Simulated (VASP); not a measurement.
Write the native input for VASP 6.6.1 that does the following.

```yaml
Task: single point
Functional: PBE
Potentials_or_basis: VASP PAW PBE potentials, release 64 (Mg, S)
Cutoff: 600 eV
k_mesh: 8 × 8 × 8
Occupations: gaussian, width 0.02 eV
Spin: no spin polarisation
Dipole_correction: no
Further_INCAR_settings: ALGO = Normal; EDIFF = 1e-06; NBANDS = 11
```

The structure of MgS (hm.bB) lies in POSCAR:

```
MgS
1.0
    0.0000000000      2.6147705261      2.6147705261
    2.6147705261      0.0000000000      2.6147705261
    2.6147705261      2.6147705261      0.0000000000
Mg S
1 1
Direct
    0.0000000000      0.0000000000      0.0000000000
    0.5000000000      0.5000000000      0.5000000000
```

One way to write it, as run:

INCAR

```
PREC = Accurate
ENCUT = 600
EDIFF = 1E-6
ISMEAR = 0
SIGMA = 0.02
LREAL = False
LASPH = True
NELM = 120
ALGO = Normal
ISIF = 2
LWAVE = False
LCHARG = False
GGA = PE
NBANDS = 11
GGA_COMPAT = False
```

KPOINTS

```
regular mesh
0
Gamma
  8 8 8
```

Potentials or basis: VASP PAW PBE potentials, release 64 (Mg, S).

Run with:

```console
$ cat potpaw_PBE.64/Mg/POTCAR potpaw_PBE.64/S/POTCAR > POTCAR
$ mpirun -np 1 vasp_std > vasp.out
```

It gave:

| Property | Result |
| --- | --- |
| Pressure | -0.3 GPa |
| Band gap on the k mesh | 2.74 eV, indirect (least direct gap 3.59 eV) |

Run time: 26 s on 1 thread of Intel Xeon 8259CL, with other jobs on the host, peak memory 0.17 GiB.
